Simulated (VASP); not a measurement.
# NaGeN (P4_2/mmc) in VASP: single point with PBE

Aim: the single point of NaGeN with PBE.

Everything below comes from runs of VASP 6.6.1. Logs are shortened: lines on timing, memory, paths and dates and some standing lists are left out, and cuts for length are marked.

## Step 1: The cell of the first run

Symmetry: P4_2/mmc, No. 131, tetragonal system. Conventional cell: a = 3.680 Å, b = 3.680 Å, c = 7.333 Å, α = 90.00°, β = 90.00°, γ = 90.00°. Na (site symmetry -4m2) has 4 N at 2.60 Å and 8 Ge at 3.18 Å within 3.4 Å. Ge (site symmetry mmm) has 2 N at 1.84 Å within 2.4 Å. N (site symmetry mmm) has 2 Ge at 1.84 Å within 2.4 Å.

## Step 2: Single point, PBE

The input, INCAR:

```
SYSTEM = NaGeN
PREC = Accurate ; ENCUT = 520
EDIFF = 1E-7 ; ISMEAR = 0
SIGMA = 0.1 ; LREAL = .False.
LASPH = .True. ; NELM = 80
ALGO = Normal ; ISIF = 2
LWAVE = .False. ; LCHARG = .False.
GGA = PE ; NBANDS = 35
```

The input, KPOINTS:

```
Automatic mesh
0
Gamma
  6 6 4
  0 0 0
```

The input, POSCAR:

```
NaGeN
1.0
    3.6800226500      0.0000000000      0.0000000000
    0.0000000000      3.6800226500      0.0000000000
    0.0000000000      0.0000000000      7.3325138900
Na Ge N
2 2 2
Direct
    0.0000000000      0.0000000000      0.7500000000
    0.0000000000      0.0000000000      0.2500000000
    0.5000000000      0.5000000000      0.0000000000
    0.5000000000      0.5000000000      0.5000000000
    0.5000000000      0.0000000000      0.5000000000
    0.0000000000      0.5000000000      0.0000000000
```

Potentials or basis: VASP PAW PBE potentials, release 64 (Na_pv, Ge_d, N).

Started as:

```console
$ cat potpaw_PBE.64/Na_pv/POTCAR potpaw_PBE.64/Ge_d/POTCAR potpaw_PBE.64/N/POTCAR > POTCAR
$ mpirun -np 1 vasp_std > vasp.out
```

OUTCAR:

```text
SYSTEM = NaGeN
   PREC = Accurate
   ENCUT = 520
   EDIFF = 1E-7
   ISMEAR = 0
   LREAL = .False.
   LASPH = .True.
   NELM = 80
   ISIF = 2
   GGA = PE

 ion  position               nearest neighbor table
   1  0.000  0.000  0.750-
   2  0.000  0.000  0.250-
   3  0.500  0.500  0.000-   6 1.84   6 1.84
   4  0.500  0.500  0.500-   5 1.84   5 1.84
   5  0.500  0.000  0.500-   4 1.84   4 1.84
   6  0.000  0.500  0.000-   3 1.84   3 1.84

  LATTYP: Found a simple tetragonal cell.
 ALAT       =     3.6800226500
 C/A-ratio  =     1.9925186846

  Lattice vectors:

 A1 = (   3.6800226500,   0.0000000000,   0.0000000000)
 A2 = (   0.0000000000,   3.6800226500,   0.0000000000)
 A3 = (   0.0000000000,   0.0000000000,   7.3325138900)

Analysis of symmetry for initial positions (statically):
=====================================================================
 Subroutine PRICEL returns:
 Original cell was already a primitive cell.

 Routine SETGRP: Setting up the symmetry group for a
 simple tetragonal supercell.

 Subroutine GETGRP returns: Found 16 space group operations
 (whereof  8 operations were pure point group operations)
 out of a pool of 16 trial point group operations.

The static configuration has the point symmetry D_2h.
 The point group associated with its full space group is D_4h.

Analysis of symmetry for dynamics (positions and initial velocities):
=====================================================================
 Subroutine PRICEL returns:
 Original cell was already a primitive cell.

 Routine SETGRP: Setting up the symmetry group for a
 simple tetragonal supercell.

 Subroutine GETGRP returns: Found 16 space group operations
 (whereof  8 operations were pure point group operations)
 out of a pool of 16 trial point group operations.

The dynamic configuration has the point symmetry D_2h.
 The point group associated with its full space group is D_4h.

 Subroutine INISYM returns: Found 16 space group operations
 (whereof  8 operations are pure point group operations),
 and found     1 'primitive' translations

----------------------------------------------------------------------------------------

                                     Primitive cell

  volume of cell :      99.3011

  direct lattice vectors                    reciprocal lattice vectors
     3.680022650  0.000000000  0.000000000     0.271737458  0.000000000  0.000000000
     0.000000000  3.680022650  0.000000000     0.000000000  0.271737458  0.000000000
     0.000000000  0.000000000  7.332513890     0.000000000  0.000000000  0.136378876

  length of vectors
     3.680022650  3.680022650  7.332513890     0.271737458  0.271737458  0.136378876

  position of ions in fractional coordinates (direct lattice)
     0.000000000  0.000000000  0.750000000
     0.000000000  0.000000000  0.250000000
     0.500000000  0.500000000  0.000000000
     0.500000000  0.500000000  0.500000000
     0.500000000  0.000000000  0.500000000
     0.000000000  0.500000000  0.000000000

  ion indices of the primitive-cell ions
   primitive index   ion index
                 1           1
                 2           2
                 3           3
                 4           4
                 5           5
                 6           6

----------------------------------------------------------------------------------------

 KPOINTS: Automatic mesh

Automatic generation of k-mesh.
 Grid dimensions read from file:
 generate k-points for:    6    6    4

 Generating k-lattice:

  Cartesian coordinates                     Fractional coordinates (reciprocal lattice)
     0.045289576  0.000000000  0.000000000     0.166666667  0.000000000  0.000000000
     0.000000000  0.045289576  0.000000000     0.000000000  0.166666667  0.000000000
     0.000000000  0.000000000  0.034094719     0.000000000  0.000000000  0.250000000

  Length of vectors
     0.045289576  0.045289576  0.034094719

  Shift w.r.t. Gamma in fractional coordinates (k-lattice)
     0.000000000  0.000000000  0.000000000

 Subroutine IBZKPT returns following result:
 ===========================================

 Found     30 irreducible k-points:

 Following reciprocal coordinates:
            Coordinates               Weight
  0.000000  0.000000  0.000000      1.000000
  0.166667  0.000000  0.000000      4.000000
  0.333333  0.000000  0.000000      4.000000
  0.500000  0.000000  0.000000      2.000000
  0.166667  0.166667  0.000000      4.000000
  0.333333  0.166667  0.000000      8.000000
[... 16 lines left out ...]
  0.333333  0.000000  0.500000      4.000000
  0.500000  0.000000  0.500000      2.000000
 [... further k-points ...]
   k-points           NKPTS =     30   k-points in BZ     NKDIM =     30   number of bands    NBANDS=     35
   number of dos      NEDOS =    301   number of ions     NIONS =      6
   total plane-waves  NPLWV =  43904
   dimension x,y,z NGX =    28 NGY =   28 NGZ =   56
   dimension x,y,z NGXF=    56 NGYF=   56 NGZF=  112
   ions per type =               2   2   2
   NGX,Y,Z   is equivalent  to a cutoff of  12.65, 12.65, 12.70 a.u.
   NGXF,Y,Z  is equivalent  to a cutoff of  25.30, 25.30, 25.39 a.u.
 SYSTEM =  NaGeN
   PREC   = accura    normal or accurate (medium, high low for compatibility)
   ISTART =      0    job   : 0-new  1-cont  2-samecut
   ICHARG =      2    charge: 1-file 2-atom 10-const
   ISPIN  =      1    spin polarized calculation?
   LNONCOLLINEAR =      F non collinear calculations
   LSORBIT =      F    spin-orbit coupling
   LASPH  =      T    aspherical Exc in radial PAW
   ENCUT  =  520.0 eV  38.22 Ry    6.18 a.u.   6.84  6.84 13.63*2*pi/ulx,y,z
   NELM   =     80;   NELMIN=  2; NELMDL= -5     # of ELM steps
   EDIFF  = 0.1E-06   stopping-criterion for ELM
   LREAL  =      F    real-space projection
   EDIFFG = 0.1E-05   stopping-criterion for IOM
   NSW    =      0    number of steps for IOM
   IBRION =     -1    ionic relax: 0-MD 1-quasi-New 2-CG
   NFREE  =      0    steps in history (QN), initial steepest desc. (CG)
   ISIF   =      2    stress and relaxation
   ISYM   =      2    0-nonsym 1-usesym 2-fastsym
   POTIM  = 0.5000    time-step for ionic-motion
   TEBEG  =    0.0;   TEEND  =   0.0 temperature during run
   PSTRESS=    0.0 pullay stress
   NELECT =      52.0000    total number of electrons
   NUPDOWN=      -1.0000    fix difference up-down
   EMIN   =  10.00;   EMAX   =-10.00  energy-range for DOS
   EFERMI =   0.00;   METHOD = LEGACY
   ISMEAR =     0;   SIGMA  =   0.10  broadening in eV -4-tet -1-fermi 0-gaus
   EFERMI_NEDOS =   21; number of points for ismear=-14 and -15
   IALGO  =     38    algorithm
   IMIX   =      4    mixing-type and parameters
     AMIX     =   0.40;   BMIX     =  1.00
     AMIX_MAG =   1.60;   BMIX_MAG =  1.00
  volume/ion in A,a.u.               =      16.55       111.69
  Fermi-wavevector in a.u.,A,eV,Ry     =   1.319546  2.493581 23.690500  1.741203
  Thomas-Fermi vector in A             =   2.449437
   LORBIT       =      0    0 simple, 1 ext, 2 COOP (PROOUT), +10 PAW based schemes
   GGA     = PE    functional components
   LHFCALC =     F    Hartree Fock is set to
   AEXX    =    0.0000 exact exchange contribution
   IVDW    =     0    specifies the selected vdW correction
   LEPSILON=     F    determine dielectric tensor
   LRPA    =     F    only Hartree local field effects (RPA)
 non-spin polarized calculation
 Gauss-broadening in eV      SIGMA  =   0.10
  energy-cutoff  :      520.00
  volume of cell :       99.30
 maximum number of plane-waves:      2708
 NGX is ok and might be reduce to    28
   NGX = 13   NGY = 13   NGZ = 27

 number of electron      52.0000062 magnetization

 Free energy of the ion-electron system (eV)
  ---------------------------------------------------
  ext. energy  EPLUGINS =         0.00000000
  ---------------------------------------------------
  free energy    TOTEN  =       -26.26889877 eV

  energy without entropy =      -26.24839518  energy(sigma->0) =      -26.25864697

 E-fermi :   3.9411     XC(G=0):  -9.6091

 val. band max:        3.8947314761   @ k =   0.5000   0.1667   0.5000
 cond. band min:       3.9462060605   @ k =   0.3333   0.0000   0.0000
 fundamental gap:      0.0514745844
 Fermi energy:         3.9410675457

 k-point     1 :       0.0000    0.0000    0.0000
  band No.  band energies     occupation
      1     -21.1854      2.00000
      2     -21.1842      2.00000
      3     -21.0353      2.00000
      4     -21.0318      2.00000
      5     -21.0318      2.00000
      6     -21.0265      2.00000
[... 27 lines left out ...]
     34      12.0337      0.00000
     35      12.0337      0.00000

 k-point     2 :       0.1667    0.0000    0.0000
  band No.  band energies     occupation
      1     -21.1842      2.00000
      2     -21.1641      2.00000
      3     -21.0343      2.00000
      4     -21.0326      2.00000
      5     -21.0315      2.00000
      6     -21.0251      2.00000
[... 27 lines left out ...]
     34      11.1401      0.00000
     35      12.1831      0.00000

 k-point     3 :       0.3333    0.0000    0.0000
  band No.  band energies     occupation
      1     -21.1831      2.00000
      2     -21.1223      2.00000
      3     -21.0343      2.00000
      4     -21.0328      2.00000
      5     -21.0309      2.00000
      6     -21.0217      2.00000
[... 27 lines left out ...]
     34      11.0340      0.00000
     35      12.7242      0.00000
[... 723 lines left out ...]
 k-point    23 :       0.3333    0.0000    0.5000
  band No.  band energies     occupation
      1     -21.1830      2.00000
      2     -21.1222      2.00000
      3     -21.0343      2.00000
      4     -21.0308      2.00000
      5     -21.0305      2.00000
      6     -21.0241      2.00000
[... 27 lines left out ...]
     34      11.6407      0.00000
     35      12.5253      0.00000

 k-point    24 :       0.5000    0.0000    0.5000
  band No.  band energies     occupation
      1     -21.1825      2.00000
      2     -21.1011      2.00000
      3     -21.0351      2.00000
      4     -21.0306      2.00000
      5     -21.0303      2.00000
      6     -21.0218      2.00000
[... 27 lines left out ...]
     34      12.3827      0.00000
     35      12.4730      0.00000

 [... further k-points ...]
[... 5 lines left out ...]
  --------------------------------------------------------------------------------------
  -------------------------------------------------------------------------------------
  Total        4.6901925      4.6901925     -0.4081349     -0.0000000      0.0000000      0.0000000
  in kB       75.6741188     75.6741188     -6.5850709     -0.0000000      0.0000000      0.0000000
  external PRESSURE =      48.2543889 kB  Pullay stress =       0.0000000 kB

 VOLUME and BASIS-vectors are now :
 -----------------------------------------------------------------------------
  energy-cutoff  :      520.00
  volume of cell :       99.30
      direct lattice vectors                 reciprocal lattice vectors
     3.680022650  0.000000000  0.000000000     0.271737458  0.000000000  0.000000000
     0.000000000  3.680022650  0.000000000     0.000000000  0.271737458  0.000000000
     0.000000000  0.000000000  7.332513890     0.000000000  0.000000000  0.136378876

 POSITION                                       TOTAL-FORCE (eV/Angst)
 -----------------------------------------------------------------------------------
      0.00000      0.00000      5.49939         0.000000      0.000000     -0.000000
      0.00000      0.00000      1.83313         0.000000      0.000000     -0.000000
      1.84001      1.84001      0.00000         0.000000      0.000000      0.000000
      1.84001      1.84001      3.66626         0.000000      0.000000      0.000000
      1.84001      0.00000      3.66626         0.000000      0.000000      0.000000
      0.00000      1.84001      0.00000         0.000000      0.000000      0.000000
 -----------------------------------------------------------------------------------
    total drift:                                0.000000      0.000000      0.000000

  FREE ENERGIE OF THE ION-ELECTRON SYSTEM (eV)
  ---------------------------------------------------
  free  energy   TOTEN  =       -26.2688987666 eV

  energy  without entropy=      -26.2483951795  energy(sigma->0) =      -26.25864697
```

It took 71 s on 1 thread of Intel Xeon Platinum 8488C (Sapphire Rapids), shared host; peak memory 0.24 GiB.

Results:

```yaml
Free_energy: -26.2689 eV
Pressure: 4.8 GPa
Band_gap_on_the_k_mesh: zero (band 26 reaches 4.01 eV, above the bottom of band 27 at 2.42 eV)
```
